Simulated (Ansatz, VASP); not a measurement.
**One calculation of BC5, two programs**

Contents of INCAR:

```
SYSTEM = BC5
ALGO = Normal
EDIFF = 1E-6
ENCUT = 520
GGA = PE
ISIF = 2
ISMEAR = 0
ISPIN = 2
LASPH = .TRUE.
LCHARG = .FALSE.
LORBIT = 11
LREAL = .FALSE.
LWAVE = .FALSE.
MAGMOM = 0 1 1 1 1 1
NBANDS = 24
NELM = 150
PREC = Accurate
SIGMA = 0.1
```

The input KPOINTS:

```
k-points
0
G
  6 6 6
  0 0 0
```

Contents of POSCAR:

```
BC5
1.0
    0.0000000000      2.9343934917      2.9343934917
    2.9343934917      0.0000000000      2.9343934917
    2.9343934917      2.9343934917      0.0000000000
B C
1 5
Direct
    0.7500000000      0.7500000000      0.7500000000
    0.5000000000      0.5000000000      0.5000000000
    0.1555386778      0.5333839665      0.1555386778
    0.1555386778      0.1555386778      0.1555386778
    0.5333839665      0.1555386778      0.1555386778
    0.1555386778      0.1555386778      0.5333839665
```

Input for Ansatz:

```yaml
crystal:
  lattice:
    - [0.0, 2.9343934917, 2.9343934917]
    - [2.9343934917, 0.0, 2.9343934917]
    - [2.9343934917, 2.9343934917, 0.0]
  atoms:
    - { symbol: B, position: [0.75, 0.75, 0.75] }
    - { symbol: C, position: [0.5, 0.5, 0.5], spin: 1.0 }
    - { symbol: C, position: [0.1555386778, 0.5333839665, 0.1555386778], spin: 1.0 }
    - { symbol: C, position: [0.1555386778, 0.1555386778, 0.1555386778], spin: 1.0 }
    - { symbol: C, position: [0.5333839665, 0.1555386778, 0.1555386778], spin: 1.0 }
    - { symbol: C, position: [0.1555386778, 0.1555386778, 0.5333839665], spin: 1.0 }
basis:
  ecutwfc: 420
kpoints:
  mp_grid: { grid: [6, 6, 6] }
hamiltonian:
  xc: pbe
scf:
  occupations: { method: gaussian, width: 0.1 }
  lower_state_search: "off"
output:
  forces: true
  stress: true
  eigenvalues: true
  populations: true
magnetization:
  spin_polarized: true
```

Alike in both runs: task single point; functional PBE; k mesh 6 × 6 × 6; occupations gaussian, width 0.1 eV; collinear spin.

```csv
,VASP,Ansatz
version,VASP 6.6.1,Ansatz 0.2.0
potentials or method,"VASP PAW PBE potentials, release 64 (B, C), cutoff 520 eV","scalar-relativistic, plane waves, PAW"
valence electrons in the cell,23,23
```

|  | VASP | Ansatz | Ansatz less VASP |
| --- | --- | --- | --- |
| gap on the k mesh at the Fermi level (eV) | none | none | - |
| pressure (GPa) | 0.7 | 0.3 | -0.43 |
| rms of the force components (eV/Å) | 0.036 | 0.020 | -0.0161 |
| net moment per atom (μB) | 0.00 | 0.00 | 0.000 |

Atom by atom the forces differ by 0.056 eV/Å (rms over components). A gap of «none» marks a metal or a gap that the smearing closes. The functional is the same, so the differences come from potentials, cutoffs and numerics. Ansatz's warnings: seeded moment not kept.
